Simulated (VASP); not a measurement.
# MgO (vib) (P6_3mc) in VASP: relaxation of cell and atoms with LDA

Aim: the relaxation of cell and atoms of MgO (vib) with LDA.

Everything below comes from runs of VASP 6.6.1. Logs are shortened: lines on timing, memory, paths and dates and some standing lists are left out, and cuts for length are marked.

## 1. The cell of the first run

Symmetry: P6_3mc, No. 186, hexagonal system. The conventional cell has a = 3.308 Å, b = 3.308 Å, c = 4.983 Å, α = 90.00°, β = 90.00°, γ = 120.00°. Mg (site symmetry 3m) has 4 O at 1.97 to 1.99 Å within 2.6 Å. Within 2.6 Å of O (site symmetry 3m) lie 4 Mg at 1.97 to 1.99 Å.

## 2. Relaxation of cell and atoms, LDA

File INCAR:

```
ALGO = Normal ; EDIFF = 1E-7
EDIFFG = -0.002 ; ENCUT = 600
GGA_COMPAT = False ; IBRION = 2
ISIF = 3 ; ISMEAR = 0
LASPH = True ; LCHARG = False
LREAL = False ; LWAVE = False
NELM = 120 ; NELMIN = 4
NSW = 100 ; PREC = Accurate
SIGMA = 0.02
```

File KPOINTS:

```
k-points
0
Gamma
  6 6 4
```

File POSCAR:

```
MgO
1.0
    3.3077869900      0.0000000000      0.0000000000
   -1.6538934900      2.8646275600      0.0000000000
    0.0000000000      0.0000000000      4.9828816700
Mg O
2 2
Direct
    0.3333333300      0.6666666700      0.0021597400
    0.6666666700      0.3333333300      0.5021597400
    0.3333333300      0.6666666700      0.4024402600
    0.6666666700      0.3333333300      0.9024402600
```

Potentials or basis: VASP PAW LDA potentials, release 64 (Mg, O).

Started as:

```
$ cat potpaw_LDA.64/Mg/POTCAR potpaw_LDA.64/O/POTCAR > POTCAR
$ mpirun -np 1 vasp_std > vasp.out
```

OUTCAR:

```text
EDIFF = 1E-7
   EDIFFG = -0.002
   ENCUT = 600
   IBRION = 2
   ISIF = 3
   ISMEAR = 0
   LASPH = True
   LREAL = False
   NELM = 120
   NELMIN = 4
   NSW = 100
   PREC = Accurate

 ion  position               nearest neighbor table
   1  0.333  0.667  0.002-   4 1.97   4 1.97   4 1.97   3 1.99   2 3.14   2 3.14   2 3.14   2 3.14
                             2 3.14   2 3.14
   2  0.667  0.333  0.502-   3 1.97   3 1.97   3 1.97   4 1.99   1 3.14   1 3.14   1 3.14   1 3.14
                             1 3.14   1 3.14
   3  0.333  0.667  0.402-   2 1.97   2 1.97   2 1.97   1 1.99
   4  0.667  0.333  0.902-   1 1.97   1 1.97   1 1.97   2 1.99

  LATTYP: Found a hexagonal cell.
 ALAT       =     3.3077869900
 C/A-ratio  =     1.5064094771

  Lattice vectors:

 A1 = (   3.3077869900,   0.0000000000,   0.0000000000)
 A2 = (  -1.6538934900,   2.8646275600,   0.0000000000)
 A3 = (   0.0000000000,   0.0000000000,   4.9828816700)

Analysis of symmetry for initial positions (statically):
=====================================================================
 Subroutine PRICEL returns:
 Original cell was already a primitive cell.

 Routine SETGRP: Setting up the symmetry group for a
 hexagonal supercell.

 Subroutine GETGRP returns: Found 12 space group operations
 (whereof  6 operations were pure point group operations)
 out of a pool of 24 trial point group operations.

The static configuration has the point symmetry C_3v.
 The point group associated with its full space group is C_6v.

Analysis of symmetry for dynamics (positions and initial velocities):
=====================================================================
 Subroutine PRICEL returns:
 Original cell was already a primitive cell.

 Routine SETGRP: Setting up the symmetry group for a
 hexagonal supercell.

 Subroutine GETGRP returns: Found 12 space group operations
 (whereof  6 operations were pure point group operations)
 out of a pool of 24 trial point group operations.

The dynamic configuration has the point symmetry C_3v.
 The point group associated with its full space group is C_6v.

 Subroutine INISYM returns: Found 12 space group operations
 (whereof  6 operations are pure point group operations),
 and found     1 'primitive' translations

----------------------------------------------------------------------------------------

                                     Primitive cell

  volume of cell :      47.2157

  direct lattice vectors                    reciprocal lattice vectors
     3.307786990  0.000000000  0.000000000     0.302316928  0.174542759  0.000000000
    -1.653893490  2.864627560  0.000000000     0.000000000  0.349085520  0.000000000
     0.000000000  0.000000000  4.982881670     0.000000000  0.000000000  0.200687086

  length of vectors
     3.307786990  3.307786984  4.982881670     0.349085519  0.349085520  0.200687086

  position of ions in fractional coordinates (direct lattice)
     0.333333330  0.666666670  0.002159740
     0.666666670  0.333333330  0.502159740
     0.333333330  0.666666670  0.402440260
     0.666666670  0.333333330  0.902440260

  ion indices of the primitive-cell ions
   primitive index   ion index
                 1           1
                 2           2
                 3           3
                 4           4

----------------------------------------------------------------------------------------

 KPOINTS: k-points

Automatic generation of k-mesh.
 Grid dimensions read from file:
 generate k-points for:    6    6    4

 Generating k-lattice:

  Cartesian coordinates                     Fractional coordinates (reciprocal lattice)
     0.050386155  0.029090460  0.000000000     0.166666667 -0.000000000  0.000000000
     0.000000000  0.058180920  0.000000000     0.000000000  0.166666667  0.000000000
     0.000000000  0.000000000  0.050171771     0.000000000  0.000000000  0.250000000

  Length of vectors
     0.058180920  0.058180920  0.050171771

  Shift w.r.t. Gamma in fractional coordinates (k-lattice)
     0.000000000  0.000000000  0.000000000

 Subroutine IBZKPT returns following result:
 ===========================================

 Found     21 irreducible k-points:

 Following reciprocal coordinates:
            Coordinates               Weight
  0.000000  0.000000  0.000000      1.000000
  0.166667  0.000000  0.000000      6.000000
  0.333333  0.000000  0.000000      6.000000
  0.500000  0.000000  0.000000      3.000000
  0.166667  0.166667  0.000000      6.000000
  0.333333  0.166667  0.000000     12.000000
[... 13 lines left out ...]
  0.333333  0.166667  0.500000     12.000000
  0.333333  0.333333  0.500000      2.000000
   k-points           NKPTS =     21   k-points in BZ     NKDIM =     21   number of bands    NBANDS=     12
   number of dos      NEDOS =    301   number of ions     NIONS =      4
   total plane-waves  NPLWV =  31360
   dimension x,y,z NGX =    28 NGY =   28 NGZ =   40
   dimension x,y,z NGXF=    56 NGYF=   56 NGZF=   80
   ions per type =               2   2
   NGX,Y,Z   is equivalent  to a cutoff of  14.07, 14.07, 13.35 a.u.
   NGXF,Y,Z  is equivalent  to a cutoff of  28.15, 28.15, 26.69 a.u.
 SYSTEM =  unknown system
   PREC   = accura    normal or accurate (medium, high low for compatibility)
   ISTART =      0    job   : 0-new  1-cont  2-samecut
   ICHARG =      2    charge: 1-file 2-atom 10-const
   ISPIN  =      1    spin polarized calculation?
   LNONCOLLINEAR =      F non collinear calculations
   LSORBIT =      F    spin-orbit coupling
   LASPH  =      T    aspherical Exc in radial PAW
   ENCUT  =  600.0 eV  44.10 Ry    6.64 a.u.   6.61  6.61  9.95*2*pi/ulx,y,z
   NELM   =    120;   NELMIN=  4; NELMDL= -5     # of ELM steps
   EDIFF  = 0.1E-06   stopping-criterion for ELM
   LREAL  =      F    real-space projection
   EDIFFG = -.2E-02   stopping-criterion for IOM
   NSW    =    100    number of steps for IOM
   IBRION =      2    ionic relax: 0-MD 1-quasi-New 2-CG
   NFREE  =      1    steps in history (QN), initial steepest desc. (CG)
   ISIF   =      3    stress and relaxation
   ISYM   =      2    0-nonsym 1-usesym 2-fastsym
   POTIM  = 0.5000    time-step for ionic-motion
   TEBEG  =    0.0;   TEEND  =   0.0 temperature during run
   PSTRESS=    0.0 pullay stress
   NELECT =      16.0000    total number of electrons
   NUPDOWN=      -1.0000    fix difference up-down
   EMIN   =  10.00;   EMAX   =-10.00  energy-range for DOS
   EFERMI =   0.00;   METHOD = LEGACY
   ISMEAR =     0;   SIGMA  =   0.02  broadening in eV -4-tet -1-fermi 0-gaus
   EFERMI_NEDOS =   21; number of points for ismear=-14 and -15
   IALGO  =     38    algorithm
   IMIX   =      4    mixing-type and parameters
     AMIX     =   0.40;   BMIX     =  1.00
     AMIX_MAG =   1.60;   BMIX_MAG =  1.00
  volume/ion in A,a.u.               =      11.80        79.66
  Fermi-wavevector in a.u.,A,eV,Ry     =   1.141351  2.156842 17.724080  1.302683
  Thomas-Fermi vector in A             =   2.278052
   LORBIT       =      0    0 simple, 1 ext, 2 COOP (PROOUT), +10 PAW based schemes
   GGA     = CA    functional components
   LHFCALC =     F    Hartree Fock is set to
   AEXX    =    0.0000 exact exchange contribution
   IVDW    =     0    specifies the selected vdW correction
   LEPSILON=     F    determine dielectric tensor
   LRPA    =     F    only Hartree local field effects (RPA)
 conjugate gradient relaxation of ions
 non-spin polarized calculation
 Gauss-broadening in eV      SIGMA  =   0.02
  energy-cutoff  :      600.00
  volume of cell :       47.22
 maximum number of plane-waves:      1610
 NGX is ok and might be reduce to    28
   NGX = 13   NGY = 13   NGZ = 19

--------------------------------------- Ionic step        1  -------------------------------------------

 number of electron      15.9999997 magnetization

 Free energy of the ion-electron system (eV)
  ---------------------------------------------------
  ext. energy  EPLUGINS =         0.00000000
  ---------------------------------------------------
  free energy    TOTEN  =       -26.23434828 eV

  energy without entropy =      -26.23434828  energy(sigma->0) =      -26.23434828

------------------------ aborting loop because EDIFF is reached ----------------------------------------

  FORCE on cell =-STRESS in cart. coord.  units (eV):
  Direction    XX          YY          ZZ          XY          YZ          ZX
  --------------------------------------------------------------------------------------
  -------------------------------------------------------------------------------------
  Total       -1.7171201     -1.7171201     -1.5083427     -0.0000000      0.0000000      0.0000000
  in kB      -58.2673124    -58.2673123    -51.1828331     -0.0000001      0.0000000      0.0000000
  external PRESSURE =     -55.9058193 kB  Pullay stress =       0.0000000 kB
[... 95 lines left out ...]
  FREE ENERGIE OF THE ION-ELECTRON SYSTEM (eV)
  ---------------------------------------------------
  free  energy   TOTEN  =       -26.2715625185 eV

  energy  without entropy=      -26.2715625185  energy(sigma->0) =      -26.27156252

[... ionic steps 4 to 36 ...]

--------------------------------------- Ionic step       37  -------------------------------------------

 number of electron      16.0000002 magnetization

------------------------ aborting loop because EDIFF is reached ----------------------------------------

  FORCE on cell =-STRESS in cart. coord.  units (eV):
  Direction    XX          YY          ZZ          XY          YZ          ZX
  --------------------------------------------------------------------------------------
  -------------------------------------------------------------------------------------
  Total       -0.0098478     -0.0098478     -0.0059715     -0.0000000      0.0000000     -0.0000000
  in kB       -0.3745321     -0.3745321     -0.2271067     -0.0000000      0.0000000     -0.0000000
  external PRESSURE =      -0.3253903 kB  Pullay stress =       0.0000000 kB
[... 61 lines left out ...]
  energy  without entropy=      -26.5438097723  energy(sigma->0) =      -26.54380977

--------------------------------------- Ionic step       39  -------------------------------------------

 number of electron      16.0000002 magnetization

 Free energy of the ion-electron system (eV)
  ---------------------------------------------------
  ext. energy  EPLUGINS =         0.00000000
  ---------------------------------------------------
  free energy    TOTEN  =       -26.54381089 eV

  energy without entropy =      -26.54381089  energy(sigma->0) =      -26.54381089

 E-fermi :   2.1059     XC(G=0): -10.7980

 val. band max:        1.9765176408   @ k =   0.0000   0.0000   0.0000
 cond. band min:       5.5325109149   @ k =   0.0000   0.0000   0.0000
 fundamental gap:      3.5559932740
 Fermi energy:         2.1059151827

 k-point     1 :       0.0000    0.0000    0.0000
  band No.  band energies     occupation
      1     -14.8856      2.00000
      2     -13.2966      2.00000
      3      -1.8969      2.00000
      4       0.1298      2.00000
      5       0.1299      2.00000
      6       1.1013      2.00000
      7       1.1013      2.00000
      8       1.9765      2.00000
      9       5.5325      0.00000
     10      11.5622      0.00000
     11      14.3685      0.00000
     12      14.5409      0.00000
[... 329 lines left out ...]
  FREE ENERGIE OF THE ION-ELECTRON SYSTEM (eV)
  ---------------------------------------------------
  free  energy   TOTEN  =       -26.5438108931 eV

  energy  without entropy=      -26.5438108931  energy(sigma->0) =      -26.54381089

 reached required accuracy - stopping structural energy minimisation
```

It took 2.6 min on 1 thread of Intel Xeon Platinum 8488C (Sapphire Rapids), shared host; peak memory 0.17 GiB.

What came out:

- Free energy: -26.5438 eV
- Relaxed volume: 10.53 Å³/atom
- Relaxed cell: a = 3.434 Å, b = 3.434 Å, c = 4.124 Å, α = 90.00°, β = 90.00°, γ = 120.00°
- Space group after relaxing (to 0.05 Å): P6_3/mmc (No. 194)
- Energy gained by relaxing: 77.4 meV/atom
- Ionic steps: 39
- Pressure after relaxing: 0.0 GPa
- Band gap on the k mesh: 3.56 eV, direct

The path:
```
step  energy change (eV)  largest force (eV/Å)  pressure (GPa)  volume (Å³)
   1              0.0000                0.0486           -5.59        47.22
   2             -0.0320                0.0215            2.31        44.46
   3             -0.0372                0.0020           -0.01        45.18
   4             -0.0372                0.0009           -0.13        45.22
   5             -0.0372                0.0091           -0.13        45.21
   6             -0.0372                0.0177           -0.12        45.21
   7             -0.0373                0.0151           -0.06        45.18
   8             -0.0373                0.0075            0.11        45.12
   9             -0.0373                0.0048            0.09        45.12
  10             -0.0374                0.0034            0.03        45.12
  11             -0.0375                0.0187           -0.09        45.13
  12             -0.0375                0.0180           -0.09        45.13
  13             -0.0376                0.0150           -0.11        45.12
  14             -0.0377                0.0089           -0.13        45.11
  15             -0.0379                0.0040           -0.19        45.08
  16             -0.0383                0.0327           -0.31        45.02
  17             -0.0393                0.1012           -0.57        44.89
  18             -0.0463                0.2756           -1.14        44.61
  19             -0.0963                0.7156           -1.99        43.91
  20             -0.0229                0.6010            5.74        41.93
  21             -0.0885                1.0531           -1.27        43.57
  22             -0.1276                1.2384            0.37        42.81
  23             -0.1049                1.1417            2.46        42.38
  24             -0.1244                1.2348            0.94        42.68
  25             -0.1218                1.2213            1.26        42.61
  26             -0.1478                1.1006            0.80        42.63
  27             -0.2107                0.7823           -0.40        42.72
  28             -0.2817                0.3135           -2.10        42.88
  29             -0.2865                0.1548           -3.41        43.17
  30             -0.2996                0.0331           -3.17        43.06
  31             -0.3005                0.0277           -3.01        43.02
  32             -0.3050                0.0184           -2.13        42.75
  33             -0.3094                0.0031           -0.17        42.17
  34             -0.3095                0.0050           -0.01        42.12
  35             -0.3095                0.0057            0.05        42.10
  36             -0.3095                0.0046            0.03        42.11
  37             -0.3095                0.0020           -0.03        42.13
  38             -0.3095                0.0022           -0.03        42.13
  39             -0.3095                0.0013           -0.02        42.12
```

Final structure:
```yaml
crystal:
  lattice:
    - [3.43416, 0.00000, 0.00000]
    - [-1.71708, 2.97407, 0.00000]
    - [0.00000, 0.00000, 4.12417]
  atoms:
    - { symbol: Mg, position: [0.33333, 0.66667, 0.95227] }
    - { symbol: Mg, position: [0.66667, 0.33333, 0.45227] }
    - { symbol: O, position: [0.33333, 0.66667, 0.45233] }
    - { symbol: O, position: [0.66667, 0.33333, 0.95233] }
```

A hybrid or GW would open this gap; LDA tends to underestimate it.
